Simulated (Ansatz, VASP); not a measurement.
## Te: VASP beside Ansatz

INCAR

```
PREC = Accurate
ENCUT = 520
EDIFF = 1E-7
ISMEAR = 0
SIGMA = 0.15
LREAL = False
LASPH = True
NELM = 80
ALGO = Normal
ISIF = 2
LWAVE = False
LCHARG = False
GGA = PS
NBANDS = 9
```

The input KPOINTS:

```
regular mesh
0
Gamma
  15 15 15
```

File POSCAR:

```
Te
1.0
    2.3310929032      1.3458571152      1.7445899287
   -2.3310929032      1.3458571152      1.7445899287
    0.0000000000     -2.6917142303      1.7445899288
Te
1
Direct
    0.5000000000      0.5000000000      0.5000000000
```

Input for Ansatz:

```yaml
crystal:
  lattice:
    - [2.3310929032, 1.3458571152, 1.7445899287]
    - [-2.3310929032, 1.3458571152, 1.7445899287]
    - [0.0, -2.6917142303, 1.7445899288]
  atoms:
    - { symbol: Te, position: [0.5, 0.5, 0.5] }
basis:
  ecutwfc: 420
kpoints:
  mp_grid: { grid: [15, 15, 15] }
hamiltonian:
  xc: pbesol
  pseudopotentials: { kind: paw }
scf:
  occupations: { method: gaussian, width: 0.15 }
output:
  forces: true
  stress: true
  eigenvalues: true
```

Alike in both runs: task single point; functional PBEsol; k mesh 15 × 15 × 15; occupations gaussian, width 0.15 eV; no spin polarisation.

|  | VASP | Ansatz |
| --- | --- | --- |
| version | VASP 6.6.1 | Ansatz 0.2.0 |
| potentials or method | VASP PAW PBE potentials, release 64 (Te), cutoff 520 eV | scalar-relativistic, plane waves, PAW |
| valence electrons in the cell | 6 | 16 |

```csv
,VASP,Ansatz,Ansatz less VASP
gap on the k mesh at the Fermi level (eV),none,none,-
pressure (GPa),-2.9,-2.9,-0.02
"traceless stress, the component that is largest in VASP (GPa)",0.45,0.46,+0.008
```

VASP's potentials were made for PBE, not for PBEsol. A gap of «none» marks a metal or a gap that the smearing closes. VASP's potentials hold 6 valence electrons a cell and Ansatz's 16, so a difference there can come from the potentials and not from the codes.

Spin-orbit coupling is off throughout.
